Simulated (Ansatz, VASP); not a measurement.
# One calculation of GaN, two programs

```xyz
4
Lattice="3.1890 0.0000 0.0000 -1.5945 2.7618 0.0000 0.0000 0.0000 5.1850" Properties=species:S:1:pos:R:3 pbc="T T T"
Ga    0.0000    1.8412    0.0000
Ga    1.5945    0.9206    2.5925
N     0.0000    1.8412    2.5925
N     1.5945    0.9206    5.1850
```

Alike in both runs: task single point; functional r2SCAN; k mesh 6 × 6 × 4; occupations gaussian, width 0.1 eV; no spin polarisation.

|  | VASP | Ansatz |
| --- | --- | --- |
| version | VASP 6.6.1 | Ansatz 0.2.0 |
| potentials or method | VASP PAW PBE potentials, release 64 (Ga_d, N), cutoff 520 eV | scalar-relativistic, plane waves, PAW |
| valence electrons in the cell | 36 | 36 |

```tsv
	VASP	Ansatz	Ansatz less VASP
gap on the k mesh at the Fermi level (eV)	2.34	2.34	0.000
least direct gap on the mesh (eV)	2.34	2.34	0.000
pressure (GPa)	10.5	9.3	-1.24
traceless stress, the component that is largest in VASP (GPa)	-11.69	-10.46	+1.222
```

VASP's potentials were made for PBE, not for r2SCAN.
